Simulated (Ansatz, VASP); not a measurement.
# Two plane-wave programs on C

Contents of INCAR:

```
PREC = Accurate ; ENCUT = 600
EDIFF = 1E-6 ; ISMEAR = 0
SIGMA = 0.1 ; LREAL = False
LASPH = True ; NELM = 60
ALGO = Normal ; ISIF = 3
LWAVE = False ; LCHARG = False
GGA = PE ; IBRION = 2
NSW = 90 ; EDIFFG = -0.04
```

Contents of KPOINTS:

```
Automatic mesh
0
Gamma
  6 6 6
```

File POSCAR:

```
C
1.0
    3.4984571700      0.0000000000      0.0000000000
   -1.7492285900      3.0297527800      0.0000000000
    0.0000000000      0.0000000000      3.3120840700
C
6
Direct
    0.2340405300      0.4680810500      0.2500000000
    0.5319189500      0.7659594700      0.5833333300
    0.2340405300      0.7659594700      0.9166666700
    0.7659594700      0.5319189500      0.7500000000
    0.4680810500      0.2340405300      0.0833333300
    0.7659594700      0.2340405300      0.4166666700
```

Input for Ansatz:

```yaml
crystal:
  lattice:
    - [3.49845717, 0.0, 0.0]
    - [-1.74922859, 3.02975278, 0.0]
    - [0.0, 0.0, 3.31208407]
  atoms:
    - { symbol: C, position: [0.23404053, 0.46808105, 0.25] }
    - { symbol: C, position: [0.53191895, 0.76595947, 0.58333333] }
    - { symbol: C, position: [0.23404053, 0.76595947, 0.91666667] }
    - { symbol: C, position: [0.76595947, 0.53191895, 0.75] }
    - { symbol: C, position: [0.46808105, 0.23404053, 0.08333333] }
    - { symbol: C, position: [0.76595947, 0.23404053, 0.41666667] }
basis:
  ecutwfc: 420
kpoints:
  mp_grid: { grid: [6, 6, 6] }
hamiltonian:
  xc: pbe
scf:
  occupations: { method: gaussian, width: 0.1 }
  lower_state_search: "off"
output:
  forces: true
  stress: true
  eigenvalues: true
relax:
  adjacent_minimum: "off"
  f_tol: 0.04
  max_steps: 70
  cell: { stress_tol: 0.4 }
```

Alike in both runs: task relaxation of cell and atoms; functional PBE; k mesh 6 × 6 × 6; occupations gaussian, width 0.1 eV; no spin polarisation.

|  | VASP | Ansatz |
| --- | --- | --- |
| version | VASP 6.6.1 | Ansatz 0.2.0 |
| potentials or method | VASP PAW PBE potentials, release 64 (C), cutoff 600 eV | scalar-relativistic, plane waves, PAW |
| valence electrons in the cell | 24 | 24 |

|  | VASP | Ansatz | Ansatz less VASP |
| --- | --- | --- | --- |
| gap on the k mesh at the Fermi level, each at its own relaxed structure (eV) | 4.17 | 4.18 | +0.012 |
| relaxed volume (Å³/atom) | 6.22 | 6.22 | -0.006 |
| relaxed cell length with the largest relative difference (Å) | 3.573 | 3.572 | -0.0018 |
